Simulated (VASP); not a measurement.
# CsLiCr2Te2S3 (Pm) in VASP: notebook, part 2 of 2

VASP 6.6.1.

### 3 Single point, PBE, collinear spin, ferromagnetic start

This run uses another cell than the first one, of 23.07 Å³/atom.

Contents of INCAR:

```
ALGO = Normal
EDIFF = 1E-6
ENCUT = 520
GGA = PE
ISIF = 2
ISMEAR = -1
ISPIN = 2
LASPH = T
LCHARG = F
LMAXMIX = 4
LORBIT = 11
LREAL = F
LWAVE = F
MAGMOM = 0 0 3 3 0 0 0 0 0
NBANDS = 47
NELM = 150
PREC = Accurate
SIGMA = 0.05
```

Contents of KPOINTS:

```
k-points
0
Gamma
  3 5 3
```

Contents of POSCAR:

```
CsLiCr2Te2S3
1.0
    6.9377699977      0.0000000000     -0.0587070764
    0.0000000000      3.8242173932      0.0000000000
   -2.7004473275      0.0000000000      7.8487942487
Cs Li Cr Te S
1 1 2 2 3
Direct
    0.0895238873      0.0000000000      0.3912559799
    0.8468122845      0.5000000000      0.7765074090
    0.1273494324      0.0000000000      0.9429668799
    0.6011700693      0.5000000000      0.9850151721
    0.5166692117      0.0000000000      0.1836897284
    0.5496530575      0.0000000000      0.7397541064
    0.8581234357      0.0000000000      0.6586721858
    0.2497228797      0.5000000000      0.8282820252
    0.9754257419      0.5000000000      0.0617965134
```

Potentials or basis: VASP PAW PBE potentials, release 64 (Cs_sv, Li_sv, Cr_pv, Te, S).

On the command line:

```console
$ cat potpaw_PBE.64/Cs_sv/POTCAR potpaw_PBE.64/Li_sv/POTCAR potpaw_PBE.64/Cr_pv/POTCAR potpaw_PBE.64/Te/POTCAR potpaw_PBE.64/S/POTCAR > POTCAR
$ mpirun -np 1 vasp_std > vasp.out
```

OUTCAR:

```text
EDIFF = 1E-6
   ENCUT = 520
   GGA = PE
   ISIF = 2
   ISMEAR = -1
   ISPIN = 2
   LASPH = T
   LORBIT = 11
   LREAL = F
   NELM = 150
   PREC = Accurate

 ion  position               nearest neighbor table
   1  0.090  0.000  0.391-
   2  0.847  0.500  0.777-   7 2.16   7 2.16   9 2.23   8 2.68   3 2.75   3 2.75   6 2.75   6 2.75
                             4 2.80
   3  0.127  0.000  0.943-   8 2.41   8 2.41   7 2.47   9 2.54   9 2.54   2 2.75   2 2.75   5 2.77

   4  0.601  0.500  0.985-   8 2.35   9 2.46   5 2.71   5 2.71   6 2.73   6 2.73   2 2.80
   5  0.517  0.000  0.184-   4 2.71   4 2.71   3 2.77
   6  0.550  0.000  0.740-   7 2.45   4 2.73   4 2.73   2 2.75   2 2.75   8 3.09   8 3.09
   7  0.858  0.000  0.659-   2 2.16   2 2.16   6 2.45   3 2.47
   8  0.250  0.500  0.828-   4 2.35   3 2.41   3 2.41   2 2.68   6 3.09   6 3.09
[... 1687 lines left out ...]
     -0.50421      1.91211      6.48635         0.007362      0.000000     -0.003996
      6.60040      1.91211      0.42776         0.001189      0.000000     -0.004159
 -----------------------------------------------------------------------------------
    total drift:                                0.001063     -0.000000     -0.000599

  FREE ENERGIE OF THE ION-ELECTRON SYSTEM (eV)
  ---------------------------------------------------
  free  energy   TOTEN  =       -45.6565441776 eV

  energy  without entropy=      -45.6550933294  energy(sigma->0) =      -45.65581875

 total charge

# of ion       s       p       d       tot
------------------------------------------
    1        1.840   4.700   0.065   6.605
    2        2.042   0.105   0.000   2.147
    3        0.267   6.243   4.063  10.573
    4        0.273   6.257   4.120  10.651
    5        1.366   2.036   0.027   3.429
    6        1.400   1.949   0.064   3.413
    7        1.355   2.413   0.000   3.768
    8        1.341   2.387   0.000   3.728
    9        1.326   2.424   0.000   3.750
--------------------------------------------------
tot         11.211  28.514   8.340  48.064

 magnetization (x)

# of ion       s       p       d       tot
------------------------------------------
    1        0.000  -0.001   0.002   0.001
    2       -0.001   0.000   0.000  -0.000
    3        0.045   0.042   2.906   2.993
    4        0.040   0.040   2.811   2.891
    5       -0.004  -0.128   0.008  -0.124
    6       -0.002  -0.041   0.004  -0.039
    7        0.000  -0.031   0.000  -0.031
    8       -0.005  -0.090   0.000  -0.095
    9       -0.002  -0.039   0.000  -0.042
--------------------------------------------------
tot          0.072  -0.249   5.731   5.553
```

OSZICAR:

```text
N       E                     dE             d eps       ncg     rms          rms(c)
DAV:   1     0.574877716578E+03    0.57488E+03   -0.30748E+04  3116   0.130E+03
DAV:   2     0.111478741604E+02   -0.56373E+03   -0.53581E+03  3121   0.325E+02
DAV:   3    -0.461126293580E+02   -0.57261E+02   -0.55964E+02  3704   0.101E+02
[... 12 lines left out ...]
DAV:  16    -0.456564582458E+02   -0.19842E-03   -0.29007E-04  3318   0.792E-02    0.641E-02
DAV:  17    -0.456565151293E+02   -0.56884E-04   -0.74571E-05  3402   0.442E-02    0.296E-02
DAV:  18    -0.456565338310E+02   -0.18702E-04   -0.21822E-05  3185   0.195E-02    0.190E-02
DAV:  19    -0.456565414593E+02   -0.76283E-05   -0.57486E-06  3010   0.108E-02    0.740E-03
DAV:  20    -0.456565436600E+02   -0.22007E-05   -0.20551E-06  2861   0.608E-03    0.334E-03
DAV:  21    -0.456565441776E+02   -0.51758E-06   -0.45537E-07  2210   0.317E-03
   1 F= -.45656544E+02 E0= -.45655819E+02  d E =-.145085E-02  mag=     5.9945
```

stdout:

```text
POSCAR found type information on POSCAR CsLiCrTeS
 POSCAR found :  5 types and       9 ions
 scaLAPACK will be used
 LDA part: xc-table for (Slater+PW92), standard interpolation
 POSCAR, INCAR and KPOINTS ok, starting setup
 FFT: planning ... GRIDC
 FFT: planning ... GRID_SOFT
 FFT: planning ... GRID
 WAVECAR not read
 entering main loop
```

Wall time 14 min (1 thread of Intel Xeon 8259CL, shared host); peak memory 0.53 GiB.

Results:

* Free energy: -45.6565 eV
* Largest force: 0.024 eV/Å
* Band gap on the k mesh: 0.32 eV (least direct gap 0.46 eV)
* Net moment: 5.99 μB per cell
* Site moments: Cs +0.00; Li -0.00; Cr +2.99, +2.89; Te -0.12, -0.04; S -0.03, -0.10, -0.04 μB
* Valence electrons inside the program's atomic spheres: Cs 6.61; Li 2.15; Cr 10.57, 10.65; Te 3.43, 3.41; S 3.77, 3.73, 3.75

Forces in eV/Å, atoms in the order of the input:
```
Cs   0.005  0.000  0.004
Li  -0.011  0.000  0.008
Cr   0.001  0.000  0.011
Cr   0.003  0.000  0.002
Te  -0.002  0.000 -0.003
Te   0.017  0.000 -0.006
S   -0.022  0.000 -0.008
S    0.007  0.000 -0.004
S    0.001  0.000 -0.004
```

Levels at points of the mesh, in eV from the valence-band top:
Spin up:
```csv
k point,band 34,band 35,band 36,band 37,band 38,band 39
"(0.00, 0.00, 0.00)",-0.98,-0.35,0.00,0.59,1.34,1.40
```
Spin down:
```csv
k point,band 26,band 27,band 28,band 29,band 30,band 31,band 32,band 33,band 34,band 35
"(0.00, 0.00, 0.00)",-1.93,-1.62,-1.56,-1.24,-0.51,0.46,0.84,1.38,1.43,1.53
```

Caveat: the cutoff is under 1.25 times the usual one of these potentials, so pressure, stress and relaxed cells hold a basis-set (Pulay) error; spin-orbit coupling is left out, which moves the levels of the heavy elements; an odd mesh through Γ misses points on the zone boundary, where band edges can lie; only a ferromagnetic start was run, and an antiferromagnetic order may lie lower in energy.
